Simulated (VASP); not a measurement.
A run of VASP 6.6.1 is set up as follows.

The input INCAR:

```
SYSTEM = SiGeTe2S2
PREC     = Accurate       ! precision mode
ENCUT    = 520            ! plane-wave cutoff, eV
EDIFF    = 1E-7           ! SCF threshold, eV
ISMEAR   = 0              ! smearing method
SIGMA    = 0.1            ! smearing width, eV
LREAL    = .FALSE.        ! projectors in reciprocal space
LASPH    = .TRUE.         ! aspherical terms in the spheres
NELM     = 60             ! most SCF steps
ALGO     = Normal         ! electronic algorithm
ISIF     = 2              ! what is computed and relaxed
LWAVE    = .FALSE.        ! write WAVECAR
LCHARG   = .TRUE.         ! write CHGCAR
GGA      = PE             ! functional
LELF     = .TRUE.         ! ELF
LVHAR    = .TRUE.       
NBANDS   = 30             ! bands
```

KPOINTS

```
Automatic mesh
0
G
  12 12 4
  0 0 0
```

The input POSCAR:

```
SiGeTe2S2
1.0
    3.4297864441      0.0000000000      0.0000000000
    0.0000000000      3.4297864441      0.0000000000
    0.0000000000      0.0000000000     13.4774641417
Si Ge Te S
1 1 2 2
Direct
    0.5000000000      0.5000000000      0.0000000000
    0.0000000000      0.0000000000      0.0000000000
    0.0000000000      0.0000000000      0.2125899527
    0.0000000000      0.0000000000      0.7874100473
    0.5000000000      0.0000000000      0.5000000000
    0.0000000000      0.5000000000      0.5000000000
```

Potentials or basis: VASP PAW PBE potentials, release 64 (Si, Ge_d, Te, S).

The run is started by

```sh
$ cat potpaw_PBE.64/Si/POTCAR potpaw_PBE.64/Ge_d/POTCAR potpaw_PBE.64/Te/POTCAR potpaw_PBE.64/S/POTCAR > POTCAR
$ mpirun -np 1 vasp_std > vasp.out
```

Q: Estimate the band gap on the k mesh.

A: Zero (band 21 reaches 5.94 eV, above the bottom of band 22 at 3.25 eV).

Q: Estimate the pressure.

A: -0.1 GPa.

Q: Predict the largest force.

A: 0.003 eV/Å.

Stress tensor (GPa, compression positive):
```
-0.10  0.00  0.00
 0.00 -0.10  0.00
 0.00  0.00  0.00
```

Caveat: spin-orbit coupling is left out, which moves the levels of the heavy elements; this functional lacks dispersion, which binds the layers, so the pressure and a relaxed spacing across them are unreliable.
